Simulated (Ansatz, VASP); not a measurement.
## Zn in VASP and in Ansatz

Contents of INCAR:

```
PREC = Accurate
ENCUT = 520
EDIFF = 1E-8
ISMEAR = -1
SIGMA = 0.08
LREAL = F
LASPH = T
NELM = 60
ALGO = Normal
ISIF = 2
LWAVE = F
LCHARG = F
GGA = PE
LEFG = T
NBANDS = 19
```

The input KPOINTS:

```
Automatic mesh
0
Gamma
  18 18 10
```

POSCAR

```
Zn
1.0
    2.5563227947      0.0000000000      0.0000000000
   -1.2781613973      2.2138404805      0.0000000000
    0.0000000000      0.0000000000      5.0927270444
Zn
2
Direct
    0.3333333333      0.6666666667      0.2500000000
    0.6666666667      0.3333333333      0.7500000000
```

Input for Ansatz:

```yaml
crystal:
  lattice:
    - [2.5563227947, 0.0, 0.0]
    - [-1.2781613973, 2.2138404805, 0.0]
    - [0.0, 0.0, 5.0927270444]
  atoms:
    - { symbol: Zn, position: [0.3333333333, 0.6666666667, 0.25] }
    - { symbol: Zn, position: [0.6666666667, 0.3333333333, 0.75] }
kpoints:
  mp_grid: { grid: [18, 18, 10] }
scf:
  occupations: { method: fermi_dirac, width: 0.08 }
hamiltonian:
  xc: pbe
  pseudopotentials: { kind: all_electron, datasets: crystal }
output:
  forces: true
  stress: true
  eigenvalues: true
  efg: { contact_densities: true }
```

Change from the starting cell: x and y stretched by -3 %, z held, crystal datasets.

Alike in both runs: task electric field gradients; functional PBE; k mesh 18 × 18 × 10; occupations fermi-dirac, width 0.08 eV; no spin polarisation.

|  | VASP | Ansatz |
| --- | --- | --- |
| version | VASP 6.6.1 | Ansatz 0.2.0 |
| potentials or method | VASP PAW PBE potentials, release 64 (Zn), cutoff 520 eV | all-electron PAW with datasets made for the crystal, scalar-relativistic |

|  | VASP | Ansatz | Ansatz less VASP |
| --- | --- | --- | --- |
| pressure (GPa) | 6.9 | 6.5 | -0.45 |
| traceless stress, the component that is largest in VASP (GPa) | -4.78 | -4.52 | +0.256 |
| size of Vzz on the site where it differs most (V/Å²) | 65.4 | 64.1 | -1.22 |

Ansatz ran all-electron here, and VASP with PAW potentials.
